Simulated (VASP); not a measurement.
Bi:

```
CELL_PARAMETERS angstrom
2.26119 1.30550 4.02177
-2.26119 1.30550 4.02177
0.00000 -2.61100 4.02177
ATOMIC_POSITIONS crystal
Bi 0.23275 0.23275 0.23275
Bi 0.76725 0.76725 0.76725
```

Base run:

```yaml
Program: VASP 6.6.1
Functional: LDA
Potentials_or_basis: VASP PAW LDA potentials, release 64 (Bi_d)
Cutoff: 520 eV
k_mesh: 8 × 8 × 8
Occupations: fermi-dirac, width 0.02 eV
Spin: no spin polarisation
```

Its results: band gap on the k mesh zero (band 15 reaches 5.91 eV, above the bottom of band 16 at 5.71 eV); pressure -1.7 GPa; largest force 0.071 eV/Å.

Task: The run is repeated on the same cell with these changes: functional from LDA to PBE; potentials or basis from VASP PAW LDA potentials, release 64 (Bi_d) to VASP PAW PBE potentials, release 64 (Bi_d). What comes out?

Result: Band gap on the k mesh zero (band 15 reaches 6.17 eV, above the bottom of band 16 at 5.99 eV); pressure 1.8 GPa; largest force 0.225 eV/Å.

Caveats: spin-orbit coupling is left out, which moves the levels of the heavy elements.
